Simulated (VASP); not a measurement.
# Se (P3_121) in VASP: notebook

Se is run at these levels: PBE+D3(BJ); tasks: single point.

Program: VASP 6.6.1. These are calculated values, not measurements. Logs are shortened: lines on timing, memory, paths and dates and some standing lists are left out, and cuts for length are marked.

**1. The cell of the first run**

The structure is trigonal, space group P3_121 (No. 152). The conventional cell has a = 4.287 Å, b = 4.287 Å, c = 4.986 Å, α = 90.00°, β = 90.00°, γ = 120.00°. Se (site symmetry 2) has 6 Se at 2.48 to 3.30 Å within 3.3 Å.

**2. Single point, PBE+D3(BJ) (volume 26.458 Å^3 an atom, c/a of the conventional cell 1.1631)**

Input file INCAR:

```
PREC = Accurate
ENCUT = 520
EDIFF = 1E-7
ISMEAR = 0
SIGMA = 0.05
LREAL = False
LASPH = True
NELM = 80
ALGO = Normal
ISIF = 2
LWAVE = False
LCHARG = False
GGA = PE
IVDW = 12
NBANDS = 16
```

Input file KPOINTS:

```
regular mesh
0
Gamma
  12 12 8
```

Input file POSCAR:

```
Se
1.0
    4.2872307579      0.0000000000      0.0000000000
   -2.1436153789      3.7128507482      0.0000000000
    0.0000000000      0.0000000000      4.9864780945
Se
3
Direct
    0.2473450684      0.0000000000      0.3333333333
    0.0000000000      0.2473450684      0.6666666667
    0.7526549316      0.7526549316      0.0000000000
```

Potentials or basis: VASP PAW PBE potentials, release 64 (Se).

Run with:

```console
$ cat potpaw_PBE.64/Se/POTCAR > POTCAR
$ mpirun -np 1 vasp_std > vasp.out
```

OUTCAR:

```text
PREC = Accurate
   ENCUT = 520
   EDIFF = 1E-7
   ISMEAR = 0
   LREAL = False
   LASPH = True
   NELM = 80
   ISIF = 2
   GGA = PE
   IVDW = 12
 IVDW          = 12

 ion  position               nearest neighbor table
   1  0.247  0.000  0.333-   3 2.48   2 2.48
   2  0.000  0.247  0.667-   3 2.48   1 2.48
   3  0.753  0.753  0.000-   2 2.48   1 2.48

  LATTYP: Found a hexagonal cell.
 ALAT       =     4.2872307579
 C/A-ratio  =     1.1631000000

  Lattice vectors:

 A1 = (   4.2872307579,   0.0000000000,   0.0000000000)
 A2 = (  -2.1436153789,   3.7128507482,   0.0000000000)
 A3 = (   0.0000000000,   0.0000000000,   4.9864780945)

Analysis of symmetry for initial positions (statically):
=====================================================================
 Subroutine PRICEL returns:
 Original cell was already a primitive cell.

 Routine SETGRP: Setting up the symmetry group for a
 hexagonal supercell.

 Subroutine GETGRP returns: Found  6 space group operations
 (whereof  2 operations were pure point group operations)
 out of a pool of 24 trial point group operations.

The static configuration has the point symmetry C_2 .
 The point group associated with its full space group is D_3 .

Analysis of symmetry for dynamics (positions and initial velocities):
=====================================================================
 Subroutine PRICEL returns:
 Original cell was already a primitive cell.

 Routine SETGRP: Setting up the symmetry group for a
 hexagonal supercell.

 Subroutine GETGRP returns: Found  6 space group operations
 (whereof  2 operations were pure point group operations)
 out of a pool of 24 trial point group operations.

The dynamic configuration has the point symmetry C_2 .
 The point group associated with its full space group is D_3 .

 Subroutine INISYM returns: Found  6 space group operations
 (whereof  2 operations are pure point group operations),
 and found     1 'primitive' translations

----------------------------------------------------------------------------------------

                                     Primitive cell

  volume of cell :      79.3740

  direct lattice vectors                    reciprocal lattice vectors
     4.287230758  0.000000000  0.000000000     0.233250799  0.134667412  0.000000000
    -2.143615379  3.712850748  0.000000000     0.000000000  0.269334823  0.000000000
     0.000000000  0.000000000  4.986478094     0.000000000  0.000000000  0.200542343

  length of vectors
[... 86 lines left out ...]
   EDIFFG = 0.1E-05   stopping-criterion for IOM
   NSW    =      0    number of steps for IOM
   IBRION =     -1    ionic relax: 0-MD 1-quasi-New 2-CG
   NFREE  =      0    steps in history (QN), initial steepest desc. (CG)
   ISIF   =      2    stress and relaxation
   ISYM   =      2    0-nonsym 1-usesym 2-fastsym
   POTIM  = 0.5000    time-step for ionic-motion
   TEBEG  =    0.0;   TEEND  =   0.0 temperature during run
   PSTRESS=    0.0 pullay stress
   NELECT =      18.0000    total number of electrons
   NUPDOWN=      -1.0000    fix difference up-down
   EMIN   =  10.00;   EMAX   =-10.00  energy-range for DOS
   EFERMI =   0.00;   METHOD = LEGACY
   ISMEAR =     0;   SIGMA  =   0.05  broadening in eV -4-tet -1-fermi 0-gaus
   EFERMI_NEDOS =   21; number of points for ismear=-14 and -15
   IALGO  =     38    algorithm
   IMIX   =      4    mixing-type and parameters
     AMIX     =   0.40;   BMIX     =  1.00
     AMIX_MAG =   1.60;   BMIX_MAG =  1.00
  volume/ion in A,a.u.               =      26.46       178.55
  Fermi-wavevector in a.u.,A,eV,Ry     =   0.998327  1.886565 13.560345  0.996657
  Thomas-Fermi vector in A             =   2.130543
   LORBIT       =      0    0 simple, 1 ext, 2 COOP (PROOUT), +10 PAW based schemes
   GGA     = PE    functional components
   LHFCALC =     F    Hartree Fock is set to
   AEXX    =    0.0000 exact exchange contribution
   IVDW    =    12    specifies the selected vdW correction
   LEPSILON=     F    determine dielectric tensor
   LRPA    =     F    only Hartree local field effects (RPA)
 non-spin polarized calculation
 Gauss-broadening in eV      SIGMA  =   0.05
  energy-cutoff  :      520.00
  volume of cell :       79.37
 maximum number of plane-waves:      2160
   NGX = 15   NGY = 15   NGZ = 19

 number of electron      18.0000001 magnetization

 Free energy of the ion-electron system (eV)
  ---------------------------------------------------
  ext. energy  EPLUGINS =         0.00000000
  ---------------------------------------------------
  free energy    TOTEN  =       -10.43916207 eV

  energy without entropy =      -10.43916207  energy(sigma->0) =      -10.43916207

 E-fermi :   3.2750     XC(G=0):  -9.0653

 val. band max:        3.0083661044   @ k =   0.5000  -0.0000   0.5000
 cond. band min:       3.6495417259   @ k =   0.0000   0.0000   0.5000
 fundamental gap:      0.6411756214
 Fermi energy:         3.2749577039

 k-point     1 :       0.0000    0.0000    0.0000
  band No.  band energies     occupation
      1     -12.5710      2.00000
      2      -8.7311      2.00000
      3      -8.7311      2.00000
      4      -0.7835      2.00000
      5      -0.5717      2.00000
      6      -0.5717      2.00000
[... 433 lines left out ...]
      3      -8.1196      2.00000
      4      -1.4625      2.00000
      5      -1.1400      2.00000
      6      -0.5265      2.00000
[... 8 lines left out ...]
     15      10.4933      0.00000
     16      11.4425      0.00000

 [... further k-points ...]

------------------------ aborting loop because EDIFF is reached ----------------------------------------

 Edisp (eV)   -0.98200

 E8    (eV) :    -0.4049

  FORCE on cell =-STRESS in cart. coord.  units (eV):
  Direction    XX          YY          ZZ          XY          YZ          ZX
  --------------------------------------------------------------------------------------
  -------------------------------------------------------------------------------------
  Total      -1.64163    -1.64163    -1.04094    -0.00000     0.00000     0.00000
  in kB     -33.13648   -33.13648   -21.01155    -0.00000     0.00000     0.00000
  external pressure =      -29.09 kB  Pullay stress =        0.00 kB

 VOLUME and BASIS-vectors are now :
 -----------------------------------------------------------------------------
  energy-cutoff  :      520.00
  volume of cell :       79.37
      direct lattice vectors                 reciprocal lattice vectors
     4.287230758  0.000000000  0.000000000     0.233250799  0.134667412  0.000000000
    -2.143615379  3.712850748  0.000000000     0.000000000  0.269334823  0.000000000
     0.000000000  0.000000000  4.986478094     0.000000000  0.000000000  0.200542343

 POSITION                                       TOTAL-FORCE (eV/Angst)
 -----------------------------------------------------------------------------------
      1.06043      0.00000      1.66216        -0.502226     -0.000000      0.000000
     -0.53021      0.91836      3.32432         0.251113     -0.434941     -0.000000
      1.61340      2.79450      0.00000         0.251113      0.434941      0.000000
 -----------------------------------------------------------------------------------
    total drift:                                0.000001      0.000001     -0.000000

  FREE ENERGIE OF THE ION-ELECTRON SYSTEM (eV)
  ---------------------------------------------------
  free  energy   TOTEN  =       -11.4211668186 eV

  energy  without entropy=      -11.4211668186  energy(sigma->0) =      -11.42116682
```

OSZICAR:

```text
N       E                     dE             d eps       ncg     rms          rms(c)
DAV:   1     0.793605035963E+02    0.79361E+02   -0.72252E+03  4192   0.937E+02
DAV:   2    -0.549015493715E+01   -0.84851E+02   -0.80854E+02  5552   0.152E+02
DAV:   3    -0.104693538976E+02   -0.49792E+01   -0.49622E+01  5176   0.420E+01
DAV:   4    -0.105028731372E+02   -0.33519E-01   -0.33513E-01  5616   0.409E+00
DAV:   5    -0.105030973218E+02   -0.22418E-03   -0.22418E-03  5328   0.330E-01    0.626E+00
DAV:   6    -0.104553253594E+02    0.47772E-01   -0.29323E-02  5232   0.110E+00    0.385E+00
DAV:   7    -0.104395041338E+02    0.15821E-01   -0.60413E-02  5304   0.156E+00    0.176E-01
DAV:   8    -0.104390361484E+02    0.46799E-03   -0.77554E-03  4760   0.527E-01    0.889E-02
DAV:   9    -0.104391344403E+02   -0.98292E-04   -0.22018E-04  6024   0.100E-01    0.292E-02
DAV:  10    -0.104391600815E+02   -0.25641E-04   -0.43454E-05  5144   0.442E-02    0.660E-03
DAV:  11    -0.104391621573E+02   -0.20759E-05   -0.63142E-06  5960   0.151E-02    0.304E-03
DAV:  12    -0.104391621326E+02    0.24719E-07   -0.13702E-06  5296   0.727E-03    0.159E-03
DAV:  13    -0.104391620740E+02    0.58605E-07   -0.17369E-07  4792   0.246E-03
   1 F= -.11421167E+02 E0= -.11421167E+02  d E =-.331134E-16
```

It took 4 min on 1 thread of Oxide Virtual Turin-like, shared host; peak memory 0.25 GiB.

What came out:

* Free energy: -11.4212 eV
* Pressure: -2.9 GPa
* Largest force: 0.502 eV/Å
* Band gap on the k mesh: 0.64 eV, indirect (least direct gap 1.05 eV)
* Dispersion energy per atom: -0.327 eV

Forces on the atoms (eV/Å):
```
Se  -0.502  0.000  0.000
Se   0.251 -0.435  0.000
Se   0.251  0.435  0.000
```

Levels at points of the mesh, in eV from the valence-band top:
```csv
k point,band 6,band 7,band 8,band 9,band 10,band 11,band 12,band 13
"(0.00, 0.00, 0.00)",-3.58,-1.96,-1.96,-0.66,1.44,1.44,1.60,6.52
"(0.50, 0.00, 0.00)",-3.69,-3.12,-1.47,-1.01,1.44,1.60,3.77,4.71
"(0.00, 0.00, 0.50)",-3.28,-1.58,-1.58,-1.23,0.64,0.64,0.95,6.25
"(0.50, 0.00, 0.50)",-4.18,-2.30,-1.69,0.00,1.58,2.48,2.53,6.24
```

**3. Single point, PBE+D3(BJ) (volume 26.458 Å^3 an atom, c/a of the conventional cell 1.2605)**

Input file INCAR:

```
SYSTEM = Se
ALGO = Normal
EDIFF = 1E-6
ENCUT = 520
GGA = PE
ISIF = 2
ISMEAR = 0
IVDW = 12
LASPH = .TRUE.
LCHARG = .FALSE.
LREAL = .FALSE.
LWAVE = .FALSE.
NBANDS = 16
NELM = 80
PREC = Accurate
SIGMA = 0.05
```

Input file KPOINTS:

```
k-points
0
G
  12 12 8
  0 0 0
```

Input file POSCAR:

```
Se
1.0
    4.1738772745      0.0000000000      0.0000000000
   -2.0869386372      3.6146837520      0.0000000000
    0.0000000000      0.0000000000      5.2609997921
Se
3
Direct
    0.2473450684      0.0000000000      0.3333333333
    0.0000000000      0.2473450684      0.6666666667
    0.7526549316      0.7526549316      0.0000000000
```

Potentials or basis: VASP PAW PBE potentials, release 64 (Se).

Run with:

```console
$ cat potpaw_PBE.64/Se/POTCAR > POTCAR
$ mpirun -np 1 vasp_std > vasp.out
```

Run time: 3.5 min. Hardware: 1 thread of Oxide Virtual Turin-like, shared host; peak memory 0.25 GiB.

The run converged. Its results:

| Item | Value |
| --- | --- |
| Free energy | -11.4119 eV |
| Pressure | -4.2 GPa |
| Largest force | 0.492 eV/Å |
| Band gap on the k mesh | 0.48 eV, indirect (least direct gap 0.50 eV) |
| Dispersion energy per atom | -0.328 eV |

Forces on the atoms (eV/Å):
```
Se  -0.492  0.000  0.000
Se   0.246 -0.426  0.000
Se   0.246  0.426  0.000
```

Stress tensor (GPa, compression positive):
```
-3.49  0.00  0.00
 0.00 -3.49  0.00
 0.00  0.00 -5.50
```

Levels at points of the mesh, in eV from the valence-band top:
| k point | band 6 | band 7 | band 8 | band 9 | band 10 | band 11 | band 12 | band 13 |
| --- | --- | --- | --- | --- | --- | --- | --- | --- |
| (0.00, 0.00, 0.00) | -3.24 | -1.59 | -1.59 | -0.40 | 1.39 | 1.39 | 2.01 | 6.61 |
| (0.50, 0.00, 0.00) | -3.38 | -3.15 | -1.26 | -0.84 | 1.45 | 1.70 | 3.86 | 4.81 |
| (0.00, 0.00, 0.50) | -2.82 | -1.16 | -1.15 | -1.15 | 0.99 | 0.99 | 0.99 | 6.00 |
| (0.50, 0.00, 0.50) | -3.86 | -2.08 | -1.64 | -0.06 | 1.28 | 2.38 | 2.79 | 6.18 |

 A k mesh can miss the band edges.
